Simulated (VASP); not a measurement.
# Ga3AsN2: relaxation of cell and atoms with PBE

Crystal: Ga3AsN2.

```
CELL_PARAMETERS angstrom
-1.80674 1.80674 7.66534
1.80674 -1.80674 7.66534
1.80674 1.80674 -7.66534
ATOMIC_POSITIONS crystal
Ga 0.00000 0.00000 0.00000
Ga 0.66667 0.66667 0.00000
Ga 0.33333 0.33333 0.00000
As 0.25000 0.75000 0.50000
N 0.58333 0.08333 0.50000
N 0.91667 0.41667 0.50000
```

| Quantity | Value |
| --- | --- |
| Program | VASP 6.6.1 |
| Task | relaxation of cell and atoms |
| Functional | PBE |
| Potentials or basis | VASP PAW PBE potentials, release 64 (Ga_d, As, N) |
| Cutoff | 600 eV |
| k mesh | 6 × 6 × 6 |
| Occupations | gaussian, width 0.1 eV |
| Spin | no spin polarisation |
| Dipole correction | no |
| Further INCAR settings | ALGO = Normal; EDIFF = 1e-06; IBRION = 2; EDIFFG = -0.04; NSW = 90; ISIF = 3 |

```
Relaxed volume                         : 15.13 Å³/atom
Relaxed cell                           : a = 7.769 Å, b = 7.769 Å, c = 7.769 Å, α = 153.88°, β = 153.88°, γ = 37.28°
Space group after relaxing (to 0.05 Å) : I-4m2 (No. 119)
Energy gained by relaxing              : 349.8 meV/atom
Ionic steps                            : 10
Pressure after relaxing                : 0.0 GPa
Largest force after relaxing           : 0.019 eV/Å
Band gap on the k mesh                 : zero (band 27 reaches 5.88 eV, above the bottom of band 28 at 5.53 eV)
```

Forces on the atoms (eV/Å):
```
Ga   0.000  0.000  0.000
Ga   0.000  0.000 -0.019
Ga   0.000  0.000  0.019
As   0.000  0.000  0.000
N    0.000  0.000 -0.015
N    0.000  0.000  0.015
```

Step by step:
```
step  energy change (eV)  largest force (eV/Å)  pressure (GPa)  volume (Å³)
   1              0.0000                5.0575           -2.39       100.09
   2             -1.5387                1.5241           -4.15        96.52
   3             -1.6230                1.9968           -3.72        95.41
   4             -1.9771                1.2139            2.28        89.34
   5             -1.9993                0.8662            4.80        87.44
   6             -2.0824                0.4572           -0.37        91.28
   7             -2.0958                0.1279            0.73        90.21
   8             -2.0958                0.1212            0.91        90.16
   9             -2.0976                0.0823           -0.43        91.16
  10             -2.0985                0.0188            0.01        90.78
```

Final structure:
```xyz
6
Lattice="-1.7558 1.7558 7.3613 1.7558 -1.7558 7.3613 1.7558 1.7558 -7.3613" Properties=species:S:1:pos:R:3 pbc="T T T"
Ga    0.0000    0.0000    0.0000
Ga    0.0000    0.0000    9.4436
Ga    0.0000    0.0000    5.2790
As    1.7558    0.0000    3.6806
N     0.0000    1.7558    1.0185
N     0.0000    1.7558    6.3428
```

Levels at points of the mesh, in eV from the Fermi level:
```tsv
k point	band 24	band 25	band 26	band 27	band 28	band 29	band 30	band 31
(0.00, 0.00, 0.00)	-3.34	-1.68	-1.24	-0.35	-0.35	1.40	2.48	3.45
(0.50, 0.00, 0.00)	-3.58	-3.47	-2.47	-0.04	0.69	2.16	2.80	4.59
(0.50, 0.50, 0.00)	-4.63	-4.48	-3.81	-3.69	0.92	2.37	2.57	2.88
(0.50, 0.50, 0.50)	-3.15	-3.15	-0.52	-0.52	0.66	1.28	2.50	3.04
```

It took 44 min on 1 thread of AMD EPYC 9R45 96-Core Processor (Zen 5), with other jobs on the host, peak memory 0.78 GiB.

Caveat: the k points lie up to 0.42 Å⁻¹ apart in the final cell.
